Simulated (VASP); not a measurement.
# CoO (R-3m) in VASP: single point with PBE

Aim: the single point of CoO with PBE.

Everything below comes from runs of VASP 6.6.1. Logs are shortened: lines on timing, memory, paths and dates and some standing lists are left out, and cuts for length are marked.

## 1. The cell of the first run

The structure is trigonal, space group R-3m (No. 166). The conventional cell has a = 2.876 Å, b = 2.876 Å, c = 8.037 Å, α = 90.00°, β = 90.00°, γ = 120.00°. Co (site symmetry -3m) has 6 O at 2.13 Å and 6 Co at 2.88 Å within 2.9 Å. O (site symmetry -3m) has 6 Co at 2.13 Å and 6 O at 2.88 Å within 2.9 Å.

## 2. Single point, PBE, collinear spin, antiferromagnetic start (9.60 Å³/atom)

Contents of INCAR:

```
SYSTEM = CoO
PREC = Accurate
ENCUT = 520
EDIFF = 1E-7
ISMEAR = 0
SIGMA = 0.05
LREAL = .False.
LASPH = .True.
NELM = 150
ALGO = Normal
ISIF = 2
LWAVE = .False.
LCHARG = .False.
ISPIN = 2
MAGMOM = 2.6 -2.6 0 0
LORBIT = 11
LMAXMIX = 4
GGA = PE
NBANDS = 27
```

Contents of KPOINTS:

```
Automatic mesh
0
Gamma
  14 14 14
  0 0 0
```

Contents of POSCAR:

```
CoO
1.0
   -2.4152956153     -2.4152956153      4.4491927396
   -4.4491927396     -2.4152956153      2.4152956153
   -2.4152956153     -4.4491927396      2.4152956153
Co O
2 2
Direct
    0.0000000000      0.0000000000      0.0000000000
    0.5000000000      0.5000000000      0.5000000000
    1.2500010312     -0.7499989688     -0.7499989688
    1.7499989688     -0.2500010312     -0.2500010312
```

Potentials or basis: VASP PAW PBE potentials, release 64 (Co, O).

Command:

```bash
$ cat potpaw_PBE.64/Co/POTCAR potpaw_PBE.64/O/POTCAR > POTCAR
$ mpirun -np 1 vasp_std > vasp.out
```

OUTCAR:

```text
SYSTEM = CoO
   PREC = Accurate
   ENCUT = 520
   EDIFF = 1E-7
   ISMEAR = 0
   LREAL = .False.
   LASPH = .True.
   NELM = 150
   ISIF = 2
   ISPIN = 2
   LORBIT = 11
   GGA = PE

 ion  position               nearest neighbor table
   1  0.000  0.000  0.000-   4 2.13   4 2.13   4 2.13   3 2.13   3 2.13   3 2.13
   2  0.500  0.500  0.500-   3 2.13   3 2.13   3 2.13   4 2.13   4 2.13   4 2.13
   3  0.250  0.250  0.250-   1 2.13   1 2.13   1 2.13   2 2.13   2 2.13   2 2.13
   4  0.750  0.750  0.750-   1 2.13   1 2.13   1 2.13   2 2.13   2 2.13   2 2.13

  LATTYP: Found a trigonal (rhomboedric) cell.
 ALAT       =     5.6091551817
 COS(alpha) =     0.8685189832

  Lattice vectors:

 A1 = (  -2.4152956153,  -2.4152956153,   4.4491927396)
 A2 = (  -4.4491927396,  -2.4152956153,   2.4152956153)
 A3 = (  -2.4152956153,  -4.4491927396,   2.4152956153)

Analysis of symmetry for initial positions (statically):
=====================================================================
 Subroutine PRICEL returns following result:

  LATTYP: Found a trigonal (rhomboedric) cell.
 ALAT       =     3.1518287103
 COS(alpha) =     0.5835788779
[... 12 lines left out ...]
 Subroutine GETGRP returns: Found 12 space group operations
 (whereof 12 operations were pure point group operations)
 out of a pool of 12 trial point group operations.

The static configuration has the point symmetry D_3d.

Analysis of symmetry for dynamics (positions and initial velocities):
=====================================================================
 Subroutine PRICEL returns following result:

  LATTYP: Found a trigonal (rhomboedric) cell.
 ALAT       =     3.1518287103
 COS(alpha) =     0.5835788779
[... 12 lines left out ...]
 Subroutine GETGRP returns: Found 12 space group operations
 (whereof 12 operations were pure point group operations)
 out of a pool of 12 trial point group operations.

The dynamic configuration has the point symmetry D_3d.

Analysis of structural, dynamic, and magnetic symmetry:
=====================================================================
 Subroutine PRICEL returns following result:

  LATTYP: Found a trigonal (rhomboedric) cell.
 ALAT       =     3.1518287103
 COS(alpha) =     0.5835788779
[... 12 lines left out ...]
 Subroutine GETGRP returns: Found 12 space group operations
 (whereof 12 operations were pure point group operations)
 out of a pool of 12 trial point group operations.

The overall configuration has the point symmetry D_3d.

 Subroutine INISYM returns: Found 12 space group operations
 (whereof 12 operations are pure point group operations),
 and found     2 'primitive' translations

----------------------------------------------------------------------------------------

                                     Primitive cell

  volume of cell :      19.1940

  direct lattice vectors                    reciprocal lattice vectors
     0.190699246  2.224596370 -2.224596370    -0.255937215  0.235729737 -0.235729737
     2.224596370  2.224596370 -0.190699245     0.235729737  0.235729737  0.255937215
     2.224596370  0.190699245 -2.224596370     0.235729737 -0.255937215 -0.235729737

  length of vectors
     3.151828710  3.151828710  3.151828710     0.420286659  0.420286659  0.420286659

  position of ions in fractional coordinates (direct lattice)
     0.000000000  0.000000000  0.000000000
     0.499997938  0.499997938  0.499997938

  ion indices of the primitive-cell ions
   primitive index   ion index
                 1           1
                 2           3

----------------------------------------------------------------------------------------

 KPOINTS: Automatic mesh

Automatic generation of k-mesh.
 Grid dimensions read from file:
 generate k-points for:   14   14   14

 Generating k-lattice:

  Cartesian coordinates                     Fractional coordinates (reciprocal lattice)
     0.009140615  0.009140615  0.025978453     0.071428571 -0.000000000 -0.000000000
    -0.025978453  0.009140615 -0.009140615    -0.000000000  0.071428571 -0.000000000
     0.009140615 -0.025978453 -0.009140615    -0.000000000 -0.000000000  0.071428571

  Length of vectors
     0.029016921  0.029016921  0.029016921

  Shift w.r.t. Gamma in fractional coordinates (k-lattice)
     0.000000000  0.000000000  0.000000000

 Subroutine IBZKPT returns following result:
 ===========================================

 Found    288 irreducible k-points:

 Following reciprocal coordinates:
            Coordinates               Weight
  0.000000  0.000000  0.000000      1.000000
  0.071429  0.000000  0.000000      6.000000
  0.142857  0.000000  0.000000      6.000000
  0.214286  0.000000  0.000000      6.000000
  0.285714  0.000000  0.000000      6.000000
  0.357143  0.000000  0.000000      6.000000
[... 16 lines left out ...]
  0.214286  0.142857  0.000000     12.000000
  0.285714  0.142857  0.000000     12.000000
 [... further k-points ...]
   k-points           NKPTS =    288   k-points in BZ     NKDIM =    288   number of bands    NBANDS=     27
   number of dos      NEDOS =    301   number of ions     NIONS =      4
   total plane-waves  NPLWV =  74088
   dimension x,y,z NGX =    42 NGY =   42 NGZ =   42
   dimension x,y,z NGXF=    84 NGYF=   84 NGZF=   84
   ions per type =               2   2
   NGX,Y,Z   is equivalent  to a cutoff of  12.45, 12.45, 12.45 a.u.
   NGXF,Y,Z  is equivalent  to a cutoff of  24.90, 24.90, 24.90 a.u.
 SYSTEM =  CoO
   PREC   = accura    normal or accurate (medium, high low for compatibility)
   ISTART =      0    job   : 0-new  1-cont  2-samecut
   ICHARG =      2    charge: 1-file 2-atom 10-const
   ISPIN  =      2    spin polarized calculation?
   LNONCOLLINEAR =      F non collinear calculations
   LSORBIT =      F    spin-orbit coupling
   LASPH  =      T    aspherical Exc in radial PAW
   ENCUT  =  520.0 eV  38.22 Ry    6.18 a.u.  10.43 10.43 10.43*2*pi/ulx,y,z
   NELM   =    150;   NELMIN=  2; NELMDL= -5     # of ELM steps
   EDIFF  = 0.1E-06   stopping-criterion for ELM
   LREAL  =      F    real-space projection
   EDIFFG = 0.1E-05   stopping-criterion for IOM
   NSW    =      0    number of steps for IOM
   IBRION =     -1    ionic relax: 0-MD 1-quasi-New 2-CG
   NFREE  =      0    steps in history (QN), initial steepest desc. (CG)
   ISIF   =      2    stress and relaxation
   ISYM   =      2    0-nonsym 1-usesym 2-fastsym
   POTIM  = 0.5000    time-step for ionic-motion
   TEBEG  =    0.0;   TEEND  =   0.0 temperature during run
   PSTRESS=    0.0 pullay stress
   NELECT =      30.0000    total number of electrons
   NUPDOWN=      -1.0000    fix difference up-down
   EMIN   =  10.00;   EMAX   =-10.00  energy-range for DOS
   EFERMI =   0.00;   METHOD = LEGACY
   ISMEAR =     0;   SIGMA  =   0.05  broadening in eV -4-tet -1-fermi 0-gaus
   EFERMI_NEDOS =   21; number of points for ismear=-14 and -15
   IALGO  =     38    algorithm
   IMIX   =      4    mixing-type and parameters
     AMIX     =   0.40;   BMIX     =  1.00
     AMIX_MAG =   1.60;   BMIX_MAG =  1.00
  volume/ion in A,a.u.               =       9.60        64.76
  Fermi-wavevector in a.u.,A,eV,Ry     =   1.507937  2.849588 30.937949  2.273875
  Thomas-Fermi vector in A             =   2.618458
   LORBIT       =     11    0 simple, 1 ext, 2 COOP (PROOUT), +10 PAW based schemes
   GGA     = PE    functional components
   LHFCALC =     F    Hartree Fock is set to
   AEXX    =    0.0000 exact exchange contribution
   IVDW    =     0    specifies the selected vdW correction
   LEPSILON=     F    determine dielectric tensor
   LRPA    =     F    only Hartree local field effects (RPA)
 spin polarized calculation
 Gauss-broadening in eV      SIGMA  =   0.05
  energy-cutoff  :      520.00
  volume of cell :       38.39
 maximum number of plane-waves:      1064
 NGX is ok and might be reduce to    42
   NGX = 21   NGY = 21   NGZ = 21

 number of electron      30.0000000 magnetization       0.0000000

 number of electron      30.0000009 magnetization      -0.0000000

 Free energy of the ion-electron system (eV)
  ---------------------------------------------------
  ext. energy  EPLUGINS =         0.00000000
  ---------------------------------------------------
  free energy    TOTEN  =       -26.51708759 eV

  energy without entropy =      -26.51032960  energy(sigma->0) =      -26.51370860

 E-fermi :   7.9176     XC(G=0): -12.4656

 val. band max:        7.9174903614   @ k =  -0.3571   0.4286   0.0714
 cond. band min:       7.9180067077   @ k =  -0.2857   0.2143   0.0714
 fundamental gap:      0.0005163463
 Fermi energy:         7.9176395691

 spin component 1

 k-point     1 :       0.0000    0.0000    0.0000
  band No.  band energies     occupation
      1     -12.0570      1.00000
      2     -11.0787      1.00000
      3      -0.2671      1.00000
      4       3.0045      1.00000
      5       3.0046      1.00000
      6       4.4162      1.00000
[... 709 lines left out ...]
     26      23.5878      0.00000
     27      26.6961      0.00000

 [... further k-points ...]

 spin component 2

 k-point     1 :       0.0000    0.0000    0.0000
  band No.  band energies     occupation
      1     -12.0570      1.00000
      2     -11.0787      1.00000
      3      -0.2670      1.00000
      4       3.0054      1.00000
      5       3.0054      1.00000
      6       4.4161      1.00000
[... 709 lines left out ...]
     26      23.5878      0.00000
     27      26.6961      0.00000

 [... further k-points ...]

------------------------ aborting loop because EDIFF is reached ----------------------------------------

  FORCE on cell =-STRESS in cart. coord.  units (eV):
  Direction    XX          YY          ZZ          XY          YZ          ZX
  --------------------------------------------------------------------------------------
  -------------------------------------------------------------------------------------
  Total       -1.6707445     -1.6707445     -1.6707445     -0.0504682      0.0504682      0.0504682
  in kB      -69.7308248    -69.7308248    -69.7308248     -2.1063589      2.1063589      2.1063589
  external PRESSURE =     -69.7308248 kB  Pullay stress =       0.0000000 kB

 VOLUME and BASIS-vectors are now :
 -----------------------------------------------------------------------------
  energy-cutoff  :      520.00
  volume of cell :       38.39
      direct lattice vectors                 reciprocal lattice vectors
    -2.415295615 -2.415295615  4.449192740     0.127968608  0.127968608  0.363698344
    -4.449192740 -2.415295615  2.415295615    -0.363698344  0.127968608 -0.127968608
    -2.415295615 -4.449192740  2.415295615     0.127968608 -0.363698344 -0.127968608

 POSITION                                       TOTAL-FORCE (eV/Angst)
 -----------------------------------------------------------------------------------
      0.00000      0.00000      0.00000        -0.000000      0.000000      0.000000
     -4.63989     -4.63989      4.63989        -0.000000      0.000000      0.000000
     -2.31996     -2.31996      2.31996         0.000000      0.000000     -0.000000
     -6.95983     -6.95983      6.95983        -0.000000     -0.000000     -0.000000
 -----------------------------------------------------------------------------------
    total drift:                                0.000000      0.000000      0.000000

  FREE ENERGIE OF THE ION-ELECTRON SYSTEM (eV)
  ---------------------------------------------------
  free  energy   TOTEN  =       -26.5170875936 eV

  energy  without entropy=      -26.5103296005  energy(sigma->0) =      -26.51370860

 total charge

# of ion       s       p       d       tot
------------------------------------------
    1        0.296   0.355   7.161   7.812
    2        0.296   0.355   7.161   7.812
    3        1.563   3.400   0.000   4.964
    4        1.563   3.400   0.000   4.964
--------------------------------------------------
tot          3.718   7.510  14.323  25.551

 magnetization (x)

# of ion       s       p       d       tot
------------------------------------------
    1       -0.001  -0.010   2.415   2.404
    2        0.001   0.010  -2.415  -2.404
    3        0.000   0.000   0.000   0.000
    4        0.000   0.000   0.000   0.000
--------------------------------------------------
tot          0.000   0.000   0.000   0.000
```

Wall time 35 min (1 thread of Oxide Virtual Turin-like, shared host); peak memory 0.59 GiB.

What came out:

```yaml
Free_energy: -26.5171 eV
Pressure: -7.0 GPa
Band_gap_on_the_k_mesh: zero (filled and empty bands overlap)
Net_moment: 0.00 μB per cell
Site_moments: Co +2.40, -2.40; O +0.00 μB
Valence_electrons_inside_the_program's_atomic_spheres: Co 7.81; O 4.96
```

Caveat: the cell stands under tension; semilocal functionals often make such compounds metallic where correlation or magnetic order opens a gap, which also shifts bond lengths. With open d or f shells a metallic result of PBE can be an artefact of self-interaction; +U or a hybrid may open a gap.
